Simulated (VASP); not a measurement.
Wanted: the native input for a VASP 6.6.1 run.

| Quantity | Value |
| --- | --- |
| Task | single point |
| Functional | PBE |
| Potentials or basis | VASP PAW PBE potentials, release 64 (In_d) |
| Cutoff | 500 eV |
| k mesh | 6 × 6 × 3 |
| Occupations | fermi-dirac, width 0.1 eV |
| Spin | no spin polarisation |
| Dipole correction | no |
| Further INCAR settings | ALGO = Normal; EDIFF = 1e-06; NBANDS = 20 |

The structure of In lies in POSCAR:

```
In
1.0
    3.4000640862      0.0000000000      0.0000000000
   -1.7000320431      2.9445418731      0.0000000000
    0.0000000000      0.0000000000      5.5260130095
In
2
Direct
    0.3333333333      0.6666666667      0.2500000000
    0.6666666667      0.3333333333      0.7500000000
```

These files were run (other wordings do the same):

INCAR

```
PREC     = Accurate       # precision mode
ENCUT    = 500            # plane-wave cutoff, eV
EDIFF    = 1E-6           # SCF threshold, eV
ISMEAR   = -1             # smearing method
SIGMA    = 0.1            # smearing width, eV
LREAL    = False          # projectors in reciprocal space
LASPH    = True           # aspherical terms in the spheres
NELM     = 120            # most SCF steps
ALGO     = Normal         # electronic algorithm
ISIF     = 2              # what is computed and relaxed
LWAVE    = False          # write WAVECAR
LCHARG   = False          # write CHGCAR
GGA      = PE             # functional
NBANDS   = 20             # bands
GGA_COMPAT= False
```

KPOINTS

```
Automatic mesh
0
Gamma
  6 6 3
```

Potentials or basis: VASP PAW PBE potentials, release 64 (In_d).

Run with:

```bash
$ cat potpaw_PBE.64/In_d/POTCAR > POTCAR
$ mpirun -np 1 vasp_std > vasp.out
```

It gave:

The pressure is 0.1 GPa and the band gap on the k mesh is zero (band 13 reaches 8.44 eV, above the bottom of band 14 at 5.40 eV).

Caveat: the k points lie up to 0.38 Å⁻¹ apart; spin-orbit coupling is left out, which moves the levels of the heavy elements.

It took 15 s on 1 thread of Intel(R) Xeon(R) Platinum 8488C (Sapphire Rapids) (shared host), peak memory 0.17 GiB.
